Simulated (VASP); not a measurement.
# PbS in VASP: electric field gradients with PBEsol

Aim: the electric field gradients of PbS with PBEsol.

Program: VASP 6.6.1. These are calculated values, not measurements. Logs are shortened: lines on timing, memory, paths and dates and some standing lists are left out, and cuts for length are marked.

**1. The cell of the first run**

The cell holds a slab with vacuum, 4 atoms: a = 4.130 Å, b = 4.130 Å, c = 11.526 Å, α = 93.83°, β = 93.83°, γ = 89.21°.

**2. Electric field gradients, PBEsol (zz strain of -2 %)**

INCAR reads:

```
PREC     = Accurate       # precision mode
ENCUT    = 520            # plane-wave cutoff, eV
EDIFF    = 1E-8           # SCF threshold, eV
ISMEAR   = -1             # smearing method
SIGMA    = 0.01           # smearing width, eV
LREAL    = F              # projectors in reciprocal space
LASPH    = T              # aspherical terms in the spheres
NELM     = 100            # most SCF steps
ALGO     = Normal         # electronic algorithm
ISIF     = 2              # what is computed and relaxed
LWAVE    = F              # write WAVECAR
LCHARG   = F              # write CHGCAR
GGA      = PS             # functional
LEFG     = T            
NBANDS   = 28             # bands
```

KPOINTS reads:

```
regular mesh
0
Gamma
  7 7 3
```

POSCAR reads:

```
PbS
1.0
    2.9405000000     -2.9000000000      0.0000000000
    2.9405000000      2.9000000000      0.0000000000
   -1.0800500000      0.0000000000     11.4751042000
Pb S
2 2
Direct
    0.7756000000      0.7756000000      0.6363800000
    0.2244000000      0.2244000000      0.3636200000
    0.2684000000      0.2684000000      0.5986000000
    0.7316000000      0.7316000000      0.4014000000
```

Potentials or basis: VASP PAW PBE potentials, release 64 (Pb_d, S).

Command:

```
cat potpaw_PBE.64/Pb_d/POTCAR potpaw_PBE.64/S/POTCAR > POTCAR
mpirun -np 1 vasp_std > vasp.out
```

OUTCAR:

```text
PREC = Accurate
   ENCUT = 520
   EDIFF = 1E-8
   ISMEAR = -1
   LREAL = F
   LASPH = T
   NELM = 100
   ISIF = 2
   GGA = PS

 ion  position               nearest neighbor table
   1  0.776  0.776  0.636-   4 2.70   3 2.93   3 2.93   3 2.97   3 2.97
   2  0.224  0.224  0.364-   3 2.70   4 2.93   4 2.93   4 2.97   4 2.97
   3  0.268  0.268  0.599-   2 2.70   1 2.93   1 2.93   1 2.97   1 2.97
   4  0.732  0.732  0.401-   1 2.70   2 2.93   2 2.93   2 2.97   2 2.97

  LATTYP: Found a base centered monoclinic cell.
 ALAT       =     5.8810000000
 B/A-ratio  =     0.9862268322
 C/A-ratio  =     1.9598401465
 COS(beta)  =    -0.0937069995

  Lattice vectors:

 A1 = (   2.9405000000,  -2.9000000000,   0.0000000000)
 A2 = (   2.9405000000,   2.9000000000,   0.0000000000)
 A3 = (  -1.0800500000,   0.0000000000,  11.4751042000)

Analysis of symmetry for initial positions (statically):
=====================================================================
 Subroutine PRICEL returns:
 Original cell was already a primitive cell.

 Routine SETGRP: Setting up the symmetry group for a
 base centered monoclinic supercell.

 Subroutine GETGRP returns: Found  4 space group operations
 (whereof  4 operations were pure point group operations)
 out of a pool of  4 trial point group operations.

The static configuration has the point symmetry C_2h.

Analysis of symmetry for dynamics (positions and initial velocities):
=====================================================================
 Subroutine PRICEL returns:
 Original cell was already a primitive cell.

 Routine SETGRP: Setting up the symmetry group for a
 base centered monoclinic supercell.

 Subroutine GETGRP returns: Found  4 space group operations
 (whereof  4 operations were pure point group operations)
 out of a pool of  4 trial point group operations.

The dynamic configuration has the point symmetry C_2h.

 Subroutine INISYM returns: Found  4 space group operations
 (whereof  4 operations are pure point group operations),
 and found     1 'primitive' translations

----------------------------------------------------------------------------------------
[... 140 lines left out ...]
  free energy    TOTEN  =       -18.46051362 eV

  energy without entropy =      -18.46051362  energy(sigma->0) =      -18.46051362

 E-fermi :   0.9734     XC(G=0):  -6.0341

 val. band max:        0.6987040920   @ k =   0.0000   0.0000   0.0000
 cond. band min:       2.0715052268   @ k =   0.0000   0.0000   0.3333
 fundamental gap:      1.3728011348
 Fermi energy:         0.9733777855

 k-point     1 :       0.0000    0.0000    0.0000
  band No.  band energies     occupation
      1     -15.5669      2.00000
      2     -15.4715      2.00000
      3     -15.4641      2.00000
      4     -15.4609      2.00000
      5     -15.4239      2.00000
      6     -15.4205      2.00000
[... 733 lines left out ...]
     27       5.8464      0.00000
     28       7.3402      0.00000

 [... further k-points ...]

------------------------ aborting loop because EDIFF is reached ----------------------------------------

  FORCE on cell =-STRESS in cart. coord.  units (eV):
  Direction    XX          YY          ZZ          XY          YZ          ZX
  --------------------------------------------------------------------------------------
  -------------------------------------------------------------------------------------
  Total       -0.9689522      0.1128828     -1.5216955      0.0000000      0.0000000     -0.0117695
  in kB       -7.9324458      0.9241291    -12.4575463      0.0000000      0.0000000     -0.0963528
  external PRESSURE =      -6.4886210 kB  Pullay stress =       0.0000000 kB

 VOLUME and BASIS-vectors are now :
 -----------------------------------------------------------------------------
  energy-cutoff  :      520.00
  volume of cell :      195.71
      direct lattice vectors                 reciprocal lattice vectors
     2.940500000 -2.900000000  0.000000000     0.170039109 -0.172413793  0.016004276
     2.940500000  2.900000000  0.000000000     0.170039109  0.172413793  0.016004276
    -1.080050000  0.000000000 11.475104200     0.000000000  0.000000000  0.087145178

 POSITION                                       TOTAL-FORCE (eV/Angst)
 -----------------------------------------------------------------------------------
      3.87398      0.00000      7.30253        -0.001467      0.000000     -0.450873
      0.92697      0.00000      4.17258         0.001467      0.000000      0.450873
      0.93194      0.00000      6.86900        -0.003793      0.000000     -0.027797
      3.86901      0.00000      4.60611         0.003793      0.000000      0.027797
 -----------------------------------------------------------------------------------
    total drift:                                0.000000      0.000000      0.000000

  FREE ENERGIE OF THE ION-ELECTRON SYSTEM (eV)
  ---------------------------------------------------
  free  energy   TOTEN  =       -18.4605136177 eV

  energy  without entropy=      -18.4605136177  energy(sigma->0) =      -18.46051362

 Electric field gradients (V/A^2)
---------------------------------------------------------------------
 ion       V_xx      V_yy      V_zz      V_xy      V_xz      V_yz
---------------------------------------------------------------------
   1     127.212    69.822  -197.033    -0.000     0.266     0.000
   2     127.212    69.822  -197.033    -0.000     0.266     0.000
   3       0.881    -1.309     0.428    -0.000     0.242     0.000
   4       0.881    -1.309     0.428     0.000     0.242    -0.000
---------------------------------------------------------------------

 Electric field gradients after diagonalization (V/A^2)
 (convention: |V_zz| > |V_xx| > |V_yy|)
----------------------------------------------------------------------
 ion       V_xx      V_yy      V_zz     asymmetry (V_yy - V_xx)/ V_zz
----------------------------------------------------------------------
   1     127.212    69.822  -197.033       0.291
   2     127.212    69.822  -197.033       0.291
   3       0.986     0.323    -1.309       0.507
   4       0.986     0.323    -1.309       0.507
----------------------------------------------------------------------

           NMR quadrupolar parameters

 Cq : quadrupolar parameter    Cq=e*Q*V_zz/h
 eta: asymmetry parameters     (V_yy - V_xx)/ V_zz
 Q  : nuclear electric quadrupole moment in mb (millibarn)
----------------------------------------------------------------------
 ion       Cq(MHz)       eta       Q (mb)
----------------------------------------------------------------------
   1      -0.476       0.291       1.000
   2      -0.476       0.291       1.000
   3      -0.003       0.507       1.000
   4      -0.003       0.507       1.000
----------------------------------------------------------------------
```

Wall time 5.1 min (1 thread of AMD EPYC 7R13 (Zen 3), shared host); peak memory 0.37 GiB.

Results:

```yaml
Free_energy: -18.4605 eV
Largest_force: 0.451 eV/Å
Band_gap_on_the_k_mesh: 1.37 eV
Largest_electric_field_gradient_by_atom: Pb -197.0; S -1.3 V/Å²
```

Forces on the atoms (eV/Å):
```
Pb  -0.001  0.000 -0.451
Pb   0.001  0.000  0.451
S   -0.004  0.000 -0.028
S    0.004  0.000  0.028
```

Levels at points of the mesh, in eV from the valence-band top:
```tsv
k point	band 18	band 19	band 20	band 21	band 22	band 23
(0.00, 0.00, 0.00)	-1.44	-1.33	0.00	1.48	3.22	4.78
```

Electric field gradients, principal values (V/Å²):
| atom | least | middle | greatest (by size) |
| --- | --- | --- | --- |
| 1 Pb | 69.822 | 127.212 | -197.033 |
| 2 Pb | 69.822 | 127.212 | -197.033 |
| 3 S | 0.323 | 0.986 | -1.309 |
| 4 S | 0.323 | 0.986 | -1.309 |

Caveat: the cell differs from its parent crystal (zz strain of -2 %); there is no dipole correction, which matters where the two faces differ; without QUAD_EFG the Cq values of the log hold for a quadrupole moment of 1 mb, not for the nuclei; the PAW data sets were made with another functional, which shifts forces and pressure a little; spin-orbit coupling is left out, which moves the levels of the heavy elements.
